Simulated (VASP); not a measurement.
Input of a VASP 6.6.1 run:

File INCAR:

```
SYSTEM = Si
ALGO = Normal
EDIFF = 1E-6
ENCUT = 520
GGA = PS
ISIF = 2
ISMEAR = 0
LASPH = .True.
LCHARG = .False.
LREAL = .False.
LWAVE = .False.
NBANDS = 11
NELM = 60
PREC = Accurate
SIGMA = 0.05
```

KPOINTS

```
k-points
0
Gamma
  22 22 12
  0 0 0
```

POSCAR

```
Si
1.0
    2.3033042820      0.0000000000      0.0000000000
   -1.1516521410      1.9947200209      0.0000000000
    0.0000000000      0.0000000000      3.8864022450
Si
2
Direct
    0.3333333333      0.6666666667      0.2500000000
    0.6666666667      0.3333333333      0.7500000000
```

Potentials or basis: VASP PAW PBE potentials, release 64 (Si).

Command:

```sh
$ cat potpaw_PBE.64/Si/POTCAR > POTCAR
$ mpirun -np 1 vasp_std > vasp.out
```

(1) What does it give for the band gap on the k mesh?

(2) Estimate the pressure.

Results:

(1) zero (bands 4 and 5 overlap by 16.21 eV).

(2) 119.2 GPa.

Caveat: the cell stands under pressure; the PAW data sets were made with another functional, which shifts forces and pressure a little.
